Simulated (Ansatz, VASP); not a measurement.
# MgO: VASP beside Ansatz

```
Mg O
1.0
     0.00000    2.10217    2.10217
     2.10217    0.00000    2.10217
     2.10217    2.10217    0.00000
Mg O
1 1
Direct
  0.00000 0.00000 0.00000
  0.50000 0.50000 0.50000
```

Alike in both runs: task single point; functional r2SCAN; k mesh 10 × 10 × 10; no spin polarisation.

|  | VASP | Ansatz |
| --- | --- | --- |
| version | VASP 6.6.1 | Ansatz 0.2.0 |
| potentials or method | VASP PAW PBE potentials, release 64 (Mg_sv, O) | plane waves, PAW |
| plane-wave cutoff (eV) | 750 | 500 |
| occupations | gaussian, width 0.01 eV | fixed |
| valence electrons in the cell | 16 | 16 |

```csv
,VASP,Ansatz,Ansatz less VASP
gap on the k mesh at the Fermi level (eV),5.70,5.68,-0.019
pressure (GPa),0.0,0.0,+0.03
```

VASP's potentials were made for PBE, not for r2SCAN.
